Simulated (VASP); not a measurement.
# Ti2C (R-3m) in VASP: single point with LDA

Aim: the single point of Ti2C with LDA.

Everything below comes from runs of VASP 6.6.1. Logs are shortened: lines on timing, memory, paths and dates and some standing lists are left out, and cuts for length are marked.

## (1) The cell of the first run

Symmetry: R-3m, No. 166, trigonal system. The conventional cell has a = 2.575 Å, b = 2.575 Å, c = 9.306 Å, α = 90.00°, β = 90.00°, γ = 120.00°. Ti (site symmetry 3m) has 4 C at 1.75 to 2.19 Å and 6 Ti at 1.96 to 2.36 Å within 2.4 Å. C (site symmetry -3m) has 8 Ti at 1.75 to 2.19 Å within 2.3 Å.

## (2) Single point, LDA (5.94 Å³/atom)

The input, INCAR:

```
SYSTEM = Ti2C
ALGO = Normal ; EDIFF = 1E-7
ENCUT = 520 ; GGA = CA
ISIF = 2 ; ISMEAR = -1
LASPH = .True. ; LCHARG = .False.
LREAL = .False. ; LWAVE = .False.
NBANDS = 21 ; NELM = 80
PREC = Accurate ; SIGMA = 0.05
```

The input, KPOINTS:

```
k-points
0
Gamma
  14 14 14
  0 0 0
```

The input, POSCAR:

```
Ti2C
1.0
    1.2874764096      0.7433248516      3.1020901575
   -1.2874764096      0.7433248516      3.1020901575
    0.0000000000     -1.4866497032      3.1020901575
Ti C
2 1
Direct
    0.2649005990      0.2649005990      0.2649005990
    0.7350994010      0.7350994010      0.7350994010
    0.5000000000      0.5000000000      0.5000000000
```

Potentials or basis: VASP PAW LDA potentials, release 64 (Ti_sv, C).

Launch:

```bash
cat potpaw_LDA.64/Ti_sv/POTCAR potpaw_LDA.64/C/POTCAR > POTCAR
mpirun -np 1 vasp_std > vasp.out
```

OUTCAR:

```text
SYSTEM = Ti2C
   EDIFF = 1E-7
   ENCUT = 520
   GGA = CA
   ISIF = 2
   ISMEAR = -1
   LASPH = .True.
   LREAL = .False.
   NELM = 80
   PREC = Accurate

 ion  position               nearest neighbor table
   1  0.265  0.265  0.265-   3 1.75   3 1.75   3 1.75   2 1.96   2 1.96   2 1.96   3 2.19   2 2.36
                             2 2.36   2 2.36
   2  0.735  0.735  0.735-   3 1.75   3 1.75   3 1.75   1 1.96   1 1.96   1 1.96   3 2.19   1 2.36
                             1 2.36   1 2.36
   3  0.500  0.500  0.500-   1 1.75   2 1.75   1 1.75   1 1.75   2 1.75   2 1.75   2 2.19   1 2.19

  LATTYP: Found a trigonal (rhomboedric) cell.
 ALAT       =     3.4399259709
 COS(alpha) =     0.7198372684

  Lattice vectors:

 A1 = (   1.2874764096,   0.7433248516,   3.1020901575)
 A2 = (  -1.2874764096,   0.7433248516,   3.1020901575)
 A3 = (   0.0000000000,  -1.4866497032,   3.1020901575)

Analysis of symmetry for initial positions (statically):
=====================================================================
 Subroutine PRICEL returns:
 Original cell was already a primitive cell.

 Routine SETGRP: Setting up the symmetry group for a
 trigonal (rhombohedral) supercell.

 Subroutine GETGRP returns: Found 12 space group operations
 (whereof 12 operations were pure point group operations)
 out of a pool of 12 trial point group operations.

The static configuration has the point symmetry D_3d.

Analysis of symmetry for dynamics (positions and initial velocities):
=====================================================================
 Subroutine PRICEL returns:
 Original cell was already a primitive cell.

 Routine SETGRP: Setting up the symmetry group for a
 trigonal (rhombohedral) supercell.

 Subroutine GETGRP returns: Found 12 space group operations
 (whereof 12 operations were pure point group operations)
 out of a pool of 12 trial point group operations.

The dynamic configuration has the point symmetry D_3d.

 Subroutine INISYM returns: Found 12 space group operations
 (whereof 12 operations are pure point group operations),
 and found     1 'primitive' translations

----------------------------------------------------------------------------------------

                                     Primitive cell

  volume of cell :      17.8124

  direct lattice vectors                    reciprocal lattice vectors
     1.287476410  0.743324852  3.102090158     0.388356630  0.224217805  0.107454431
    -1.287476410  0.743324852  3.102090158    -0.388356630  0.224217805  0.107454431
     0.000000000 -1.486649703  3.102090158     0.000000000 -0.448435610  0.107454431

  length of vectors
     3.439925971  3.439925971  3.439925971     0.461130081  0.461130081  0.461130081

  position of ions in fractional coordinates (direct lattice)
     0.264900599  0.264900599  0.264900599
     0.735099401  0.735099401  0.735099401
     0.500000000  0.500000000  0.500000000

  ion indices of the primitive-cell ions
   primitive index   ion index
                 1           1
                 2           2
                 3           3

----------------------------------------------------------------------------------------

 KPOINTS: k-points

Automatic generation of k-mesh.
 Grid dimensions read from file:
 generate k-points for:   14   14   14

 Generating k-lattice:

  Cartesian coordinates                     Fractional coordinates (reciprocal lattice)
     0.027739759  0.016015558  0.007675317     0.071428571  0.000000000  0.000000000
    -0.027739759  0.016015558  0.007675317     0.000000000  0.071428571  0.000000000
     0.000000000 -0.032031115  0.007675317     0.000000000  0.000000000  0.071428571

  Length of vectors
     0.032937863  0.032937863  0.032937863

  Shift w.r.t. Gamma in fractional coordinates (k-lattice)
     0.000000000  0.000000000  0.000000000

 Subroutine IBZKPT returns following result:
 ===========================================

 Found    288 irreducible k-points:

 Following reciprocal coordinates:
            Coordinates               Weight
  0.000000  0.000000  0.000000      1.000000
  0.071429  0.000000 -0.000000      6.000000
  0.142857  0.000000  0.000000      6.000000
  0.214286  0.000000  0.000000      6.000000
  0.285714  0.000000  0.000000      6.000000
  0.357143  0.000000  0.000000      6.000000
[... 16 lines left out ...]
  0.214286  0.142857  0.000000     12.000000
  0.285714  0.142857  0.000000     12.000000
 [... further k-points ...]
   k-points           NKPTS =    288   k-points in BZ     NKDIM =    288   number of bands    NBANDS=     21
   number of dos      NEDOS =    301   number of ions     NIONS =      3
   total plane-waves  NPLWV =  21952
   dimension x,y,z NGX =    28 NGY =   28 NGZ =   28
   dimension x,y,z NGXF=    56 NGYF=   56 NGZF=   56
   ions per type =               2   1
   NGX,Y,Z   is equivalent  to a cutoff of  13.53, 13.53, 13.53 a.u.
   NGXF,Y,Z  is equivalent  to a cutoff of  27.06, 27.06, 27.06 a.u.
 SYSTEM =  Ti2C
   PREC   = accura    normal or accurate (medium, high low for compatibility)
   ISTART =      0    job   : 0-new  1-cont  2-samecut
   ICHARG =      2    charge: 1-file 2-atom 10-const
   ISPIN  =      1    spin polarized calculation?
   LNONCOLLINEAR =      F non collinear calculations
   LSORBIT =      F    spin-orbit coupling
   LASPH  =      T    aspherical Exc in radial PAW
   ENCUT  =  520.0 eV  38.22 Ry    6.18 a.u.   6.40  6.40  6.40*2*pi/ulx,y,z
   NELM   =     80;   NELMIN=  2; NELMDL= -5     # of ELM steps
   EDIFF  = 0.1E-06   stopping-criterion for ELM
   LREAL  =      F    real-space projection
   EDIFFG = 0.1E-05   stopping-criterion for IOM
   NSW    =      0    number of steps for IOM
   IBRION =     -1    ionic relax: 0-MD 1-quasi-New 2-CG
   NFREE  =      0    steps in history (QN), initial steepest desc. (CG)
   ISIF   =      2    stress and relaxation
   ISYM   =      2    0-nonsym 1-usesym 2-fastsym
   POTIM  = 0.5000    time-step for ionic-motion
   TEBEG  =    0.0;   TEEND  =   0.0 temperature during run
   PSTRESS=    0.0 pullay stress
   NELECT =      28.0000    total number of electrons
   NUPDOWN=      -1.0000    fix difference up-down
   EMIN   =  10.00;   EMAX   =-10.00  energy-range for DOS
   EFERMI =   0.00;   METHOD = LEGACY
   ISMEAR =    -1;   SIGMA  =   0.05  broadening in eV -4-tet -1-fermi 0-gaus
   EFERMI_NEDOS =   21; number of points for ismear=-14 and -15
   IALGO  =     38    algorithm
   IMIX   =      4    mixing-type and parameters
     AMIX     =   0.40;   BMIX     =  1.00
     AMIX_MAG =   1.60;   BMIX_MAG =  1.00
  volume/ion in A,a.u.               =       5.94        40.07
  Fermi-wavevector in a.u.,A,eV,Ry     =   1.903500  3.597094 49.298177  3.623314
  Thomas-Fermi vector in A             =   2.941917
   LORBIT       =      0    0 simple, 1 ext, 2 COOP (PROOUT), +10 PAW based schemes
   GGA     = CA    functional components
   LHFCALC =     F    Hartree Fock is set to
   AEXX    =    0.0000 exact exchange contribution
   IVDW    =     0    specifies the selected vdW correction
   LEPSILON=     F    determine dielectric tensor
   LRPA    =     F    only Hartree local field effects (RPA)
 non-spin polarized calculation
  energy-cutoff  :      520.00
  volume of cell :       17.81
 maximum number of plane-waves:       494
 NGX is ok and might be reduce to    28
   NGX = 13   NGY = 13   NGZ = 13

 number of electron      28.0000002 magnetization

 Free energy of the ion-electron system (eV)
  ---------------------------------------------------
  ext. energy  EPLUGINS =         0.00000000
  ---------------------------------------------------
  free energy    TOTEN  =       -14.17821156 eV

  energy without entropy =      -14.16893473  energy(sigma->0) =      -14.17357315

 E-fermi :  20.3700     XC(G=0): -16.6329

 val. band max:       20.3623280317   @ k =   0.5000   0.4286   0.4286
 cond. band min:      20.3743085528   @ k =  -0.3571   0.2143  -0.0000
 fundamental gap:      0.0119805211
 Fermi energy:        20.3699790671

 k-point     1 :       0.0000    0.0000    0.0000
  band No.  band energies     occupation
      1     -37.0863      2.00000
      2     -33.3693      2.00000
      3     -14.9089      2.00000
      4     -12.3029      2.00000
      5     -12.3029      2.00000
      6     -10.0330      2.00000
[... 13 lines left out ...]
     20      28.4736      0.00000
     21      28.4967      0.00000

 k-point     2 :       0.0714    0.0000   -0.0000
  band No.  band energies     occupation
      1     -37.0311      2.00000
      2     -33.3954      2.00000
      3     -14.8524      2.00000
      4     -12.4521      2.00000
      5     -12.3315      2.00000
      6     -10.1655      2.00000
[... 13 lines left out ...]
     20      28.4499      0.00000
     21      28.9130      0.00000

 k-point     3 :       0.1429    0.0000    0.0000
  band No.  band energies     occupation
      1     -36.8689      2.00000
      2     -33.4754      2.00000
      3     -14.6909      2.00000
      4     -12.8289      2.00000
      5     -12.4101      2.00000
      6     -10.5249      2.00000
[... 13 lines left out ...]
     20      28.3508      0.00000
     21      29.1339      0.00000
[... 457 lines left out ...]
 k-point    23 :       0.2143    0.1429    0.0000
  band No.  band energies     occupation
      1     -36.6765      2.00000
      2     -33.6047      2.00000
      3     -14.6066      2.00000
      4     -13.0217      2.00000
      5     -12.6972      2.00000
      6     -10.9432      2.00000
[... 13 lines left out ...]
     20      29.5899      0.00000
     21      29.7479      0.00000

 k-point    24 :       0.2857    0.1429    0.0000
  band No.  band energies     occupation
      1     -36.4207      2.00000
      2     -33.7491      2.00000
      3     -14.5157      2.00000
      4     -13.3685      2.00000
      5     -12.9532      2.00000
      6     -11.0698      2.00000
[... 13 lines left out ...]
     20      29.5336      0.00000
     21      29.9909      0.00000

 [... further k-points ...]

------------------------ aborting loop because EDIFF is reached ----------------------------------------

  FORCE on cell =-STRESS in cart. coord.  units (eV):
  Direction    XX          YY          ZZ          XY          YZ          ZX
  --------------------------------------------------------------------------------------
  -------------------------------------------------------------------------------------
  Total       50.2906422     50.2906422     50.6732583      0.0000000      0.0000000      0.0000000
  in kB     4523.4955240   4523.4955233   4557.9107181      0.0000000      0.0000000      0.0000000
  external PRESSURE =    4534.9672552 kB  Pullay stress =       0.0000000 kB

 VOLUME and BASIS-vectors are now :
 -----------------------------------------------------------------------------
  energy-cutoff  :      520.00
  volume of cell :       17.81
      direct lattice vectors                 reciprocal lattice vectors
     1.287476410  0.743324852  3.102090158     0.388356630  0.224217805  0.107454431
    -1.287476410  0.743324852  3.102090158    -0.388356630  0.224217805  0.107454431
     0.000000000 -1.486649703  3.102090158     0.000000000 -0.448435610  0.107454431

 POSITION                                       TOTAL-FORCE (eV/Angst)
 -----------------------------------------------------------------------------------
      0.00000      0.00000      2.46524         0.000000      0.000000     -0.915484
      0.00000      0.00000      6.84103         0.000000     -0.000000      0.915484
      0.00000      0.00000      4.65314        -0.000000      0.000000      0.000000
 -----------------------------------------------------------------------------------
    total drift:                                0.000000     -0.000000      0.000000

  FREE ENERGIE OF THE ION-ELECTRON SYSTEM (eV)
  ---------------------------------------------------
  free  energy   TOTEN  =       -14.1782115607 eV

  energy  without entropy=      -14.1689347308  energy(sigma->0) =      -14.17357315
```

Run time: 5.3 min. Hardware: 1 thread of AMD EPYC 7R43 (Zen 3), shared host; peak memory 0.19 GiB.

What came out:

* Free energy: -14.1782 eV
* Pressure: 453.5 GPa
* Largest force: 0.915 eV/Å
* Band gap on the k mesh: zero (bands 14 and 15 overlap by 2.63 eV)

Forces on the atoms (eV/Å):
```
Ti   0.000  0.000 -0.915
Ti   0.000  0.000  0.915
C    0.000  0.000  0.000
```

Stress tensor (GPa, compression positive):
```
452.35   0.00   0.00
  0.00 452.35   0.00
  0.00   0.00 455.79
```

Caveat: the cell stands under pressure.
